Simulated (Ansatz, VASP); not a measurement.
ScTa3 in VASP and in Ansatz

```
CELL_PARAMETERS angstrom
4.29338 0.00000 0.00000
0.00000 4.29338 0.00000
0.00000 0.00000 4.23057
ATOMIC_POSITIONS crystal
Sc 0.00000 0.00000 0.00000
Ta 0.00000 0.50000 0.50000
Ta 0.50000 0.00000 0.50000
Ta 0.50000 0.50000 0.00000
```

Alike in both runs: functional PBE; k mesh 4 × 4 × 4; occupations gaussian, width 0.1 eV; no spin polarisation.

Ansatz relaxed the structure, and its values are those at the end. VASP's run is a single point on that final structure, the one shown.

```csv
,VASP,Ansatz
version,VASP 6.6.1,Ansatz 0.2.0
potentials or method,"VASP PAW PBE potentials, release 64 (Sc_sv, Ta_pv), cutoff 520 eV","scalar-relativistic, plane waves, PAW"
valence electrons in the cell,44,50
```

|  | VASP | Ansatz | Ansatz less VASP |
| --- | --- | --- | --- |
| gap on the k mesh at the Fermi level (eV) | none | none | - |
| pressure (GPa) | 0.1 | 0.1 | -0.06 |

A gap of «none» marks a metal or a gap that the smearing closes. The functional is the same, so the differences come from potentials, cutoffs and numerics. VASP's potentials hold 44 valence electrons a cell and Ansatz's 50, so a difference there can come from the potentials and not from the codes.

The k mesh is coarse, so the values compare programs but aren't converged. Neither program's run includes spin-orbit coupling.
